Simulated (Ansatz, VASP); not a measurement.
One calculation of GaN, two programs

File INCAR:

```
SYSTEM = GaN
PREC = Accurate
ENCUT = 520
EDIFF = 1E-6
ISMEAR = 0
SIGMA = 0.05
LREAL = .False.
LASPH = .True.
NELM = 100
ALGO = Normal
ISIF = 2
LWAVE = .False.
LCHARG = .True.
GGA = PE
LELF = .True.
LVHAR = .True.
NBANDS = 26
```

File KPOINTS:

```
Automatic mesh
0
Gamma
  12 12 6
  0 0 0
```

POSCAR

```
GaN
1.0
    3.2667053455      0.0000000000      0.0000000000
   -1.6333526728      2.8290498159      0.0000000000
    0.0000000000      0.0000000000      5.1643849746
Ga N
2 2
Direct
    0.3333333333      0.6666666667      0.9991316867
    0.6666666667      0.3333333333      0.4991316867
    0.3333333333      0.6666666667      0.3758683133
    0.6666666667      0.3333333333      0.8758683133
```

Input for Ansatz:

```yaml
crystal:
  lattice:
    - [3.2667053455, 0.0, 0.0]
    - [-1.6333526728, 2.8290498159, 0.0]
    - [0.0, 0.0, 5.1643849746]
  atoms:
    - { symbol: Ga, position: [0.3333333333, 0.6666666667, 0.9991316867] }
    - { symbol: Ga, position: [0.6666666667, 0.3333333333, 0.4991316867] }
    - { symbol: "N", position: [0.3333333333, 0.6666666667, 0.3758683133] }
    - { symbol: "N", position: [0.6666666667, 0.3333333333, 0.8758683133] }
basis:
  ecutwfc: 420
kpoints:
  mp_grid: { grid: [12, 12, 6] }
hamiltonian:
  xc: pbe
scf:
  occupations: { method: gaussian, width: 0.05 }
output:
  forces: true
  stress: true
  eigenvalues: true
```

Change from the starting cell: strain +0.015 along x and y, -0.015 along z, atoms carried along.

Alike in both runs: task single point; functional PBE; k mesh 12 × 12 × 6; occupations gaussian, width 0.05 eV; no spin polarisation.

|  | VASP | Ansatz |
| --- | --- | --- |
| version | VASP 6.6.1 | Ansatz 0.2.0 |
| potentials or method | VASP PAW PBE potentials, release 64 (Ga_d, N), cutoff 520 eV | scalar-relativistic, plane waves, PAW |
| valence electrons in the cell | 36 | 36 |

VASP gave:

- gap on the k mesh at the Fermi level (eV): 1.63
- least direct gap on the mesh (eV): 1.63
- pressure (GPa): -2.1
- traceless stress, the component that is largest in VASP (GPa): 6.83
- rms of the force components (eV/Å): 0.157

Q: Estimate Ansatz's values.

A: gap on the k mesh at the Fermi level (eV): 1.62; least direct gap on the mesh (eV): 1.62; pressure (GPa): -2.2; traceless stress, the component that is largest in VASP (GPa): 6.84; rms of the force components (eV/Å): 0.160.

Atom by atom the forces differ by 0.003 eV/Å (rms over components). With one functional, cell and mesh, what is left measures potentials, basis and numerics.
